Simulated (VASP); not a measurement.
A run of VASP 6.6.1 is set up as follows.

The input INCAR:

```
SYSTEM = Ti
PREC = Accurate
ENCUT = 520
EDIFF = 1E-6
ISMEAR = -1
SIGMA = 0.05
LREAL = .False.
LASPH = .True.
NELM = 100
ALGO = Normal
ISIF = 2
LWAVE = .False.
LCHARG = .False.
GGA = PE
IVDW = 12
NBANDS = 25
```

File KPOINTS:

```
Automatic mesh
0
Gamma
  7 7 9
  0 0 0
```

File POSCAR:

```
Ti
1.0
    4.4954701779      0.0000000000      0.0000000000
   -2.2477350890      3.8931913761      0.0000000000
    0.0000000000      0.0000000000      2.7842809222
Ti
3
Direct
    0.6666666667      0.3333333333      0.5000000000
    0.3333333333      0.6666666667      0.5000000000
    0.0000000000      0.0000000000      0.0000000000
```

Potentials or basis: VASP PAW PBE potentials, release 64 (Ti_sv).

Launch:

```console
$ cat potpaw_PBE.64/Ti_sv/POTCAR > POTCAR
$ mpirun -np 1 vasp_std > vasp.out
```

**Question.** Estimate the pressure.

**Answer.** -0.3 GPa.

**Question.** What does it give for the dispersion energy per atom?

**Answer.** -0.645 eV.

**Question.** Predict the band gap on the k mesh.

**Answer.** Zero (band 18 reaches 9.15 eV, above the bottom of band 19 at 8.85 eV).

Caveat: pairwise dispersion overbinds metals, which lowers pressure and volume.
